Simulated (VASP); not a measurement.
Set up this calculation in VASP 6.6.1, as the native input.

* Task: relaxation of cell and atoms
* Functional: PBE
* Potentials or basis: VASP PAW PBE potentials, release 64 (Ca_sv, Sb, C)
* Cutoff: 600 eV
* k mesh: 4 × 4 × 4
* Occupations: gaussian, width 0.1 eV
* Spin: no spin polarisation
* Dipole correction: no
* Further INCAR settings: ALGO = Normal; EDIFF = 1e-06; IBRION = 2; EDIFFG = -0.04; NSW = 90; ISIF = 3

The structure of CaSbC lies in POSCAR:

```
CaSbC
1.0
    4.0501281487      0.0000000000      0.0000000000
    0.0000000000      4.0501281487      0.0000000000
    0.0000000000      0.0000000000      7.1277205334
Ca Sb C
2 2 2
Direct
    0.5000000000      0.0000000000      0.2055000000
    0.0000000000      0.5000000000      0.7945000000
    0.5000000000      0.0000000000      0.6485000000
    0.0000000000      0.5000000000      0.3515000000
    0.0000000000      0.0000000000      0.0000000000
    0.5000000000      0.5000000000      0.0000000000
```

These files were run (other wordings do the same):

INCAR

```
SYSTEM = CaSbC
  PREC = Accurate
  ENCUT = 600
  EDIFF = 1E-6
  ISMEAR = 0
  SIGMA = 0.1
  LREAL = .False.
  LASPH = .True.
  NELM = 60
  ALGO = Normal
  ISIF = 3
  LWAVE = .False.
  LCHARG = .False.
  GGA = PE
  IBRION = 2
  NSW = 90
  EDIFFG = -0.04
```

KPOINTS

```
Automatic mesh
0
Gamma
  4 4 4
  0 0 0
```

Potentials or basis: VASP PAW PBE potentials, release 64 (Ca_sv, Sb, C).

Launch:

```console
$ cat potpaw_PBE.64/Ca_sv/POTCAR potpaw_PBE.64/Sb/POTCAR potpaw_PBE.64/C/POTCAR > POTCAR
$ mpirun -np 1 vasp_std > vasp.out
```

Results of the run:

```yaml
Relaxed_volume: 20.26 Å³/atom
Relaxed_cell: a = 4.382 Å, b = 4.382 Å, c = 6.329 Å, α = 90.00°, β = 90.00°, γ = 90.00°
Space_group_after_relaxing_to_0.1_Å: P4/nmm (No. 129)
Energy_gained_by_relaxing: 424.2 meV/atom
Ionic_steps: 35
Pressure_after_relaxing: 0.1 GPa
Largest_force_after_relaxing: 0.029 eV/Å
Band_gap_on_the_k_mesh: zero (bands 19 and 20 overlap by 1.21 eV)
```

Caveat: the k points lie up to 0.36 Å⁻¹ apart in the final cell, too coarse for converged energies and pressures of a metal; spin-orbit coupling is left out, which moves the levels of the heavy elements.

It took 13 min on 1 thread of AMD EPYC 9R45 96-Core Processor (Zen 5), on a shared host, peak memory 0.26 GiB.
